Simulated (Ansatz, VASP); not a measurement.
Hf2N: VASP beside Ansatz

```
Hf N
1.0
     4.88451    0.00000    0.00000
     0.00000    5.25216    0.00000
     0.00000    0.00000    3.20058
Hf N
4 2
Direct
  0.32300 0.26780 0.00000
  0.67700 0.73220 0.00000
  0.82300 0.23220 0.50000
  0.17700 0.76780 0.50000
  0.00000 0.00000 0.00000
  0.50000 0.50000 0.50000
```

Change from the starting cell: mode 4 frozen in at +0.205 Å, normal strain along x -0.0700.

Alike in both runs: task single point; functional LDA; k mesh 8 × 8 × 12; occupations gaussian, width 0.15 eV; no spin polarisation.

|  | VASP | Ansatz |
| --- | --- | --- |
| version | VASP 6.6.1 | Ansatz 0.2.0 |
| potentials or method | VASP PAW LDA potentials, release 64 (Hf_pv, N), cutoff 520 eV | scalar-relativistic, plane waves, PAW |
| valence electrons in the cell | 50 | 114 |

```tsv
	VASP	Ansatz	Ansatz less VASP
gap on the k mesh at the Fermi level (eV)	none	none	-
pressure (GPa)	17.6	17.6	-0.03
traceless stress, the component that is largest in VASP (GPa)	18.76	18.71	-0.047
rms of the force components (eV/Å)	0.290	0.286	-0.0033
```

Ansatz warns that its potentials were made for another functional, while VASP's fit it. LDA's correlation is that of Perdew and Zunger in VASP and of Perdew and Wang (1992) in Ansatz. Atom by atom the forces differ by 0.003 eV/Å (rms over components). A gap of «none» marks a metal or a gap that the smearing closes. VASP's potentials hold 50 valence electrons a cell and Ansatz's 114, so a difference there can come from the potentials and not from the codes.

Spin-orbit coupling is off throughout.
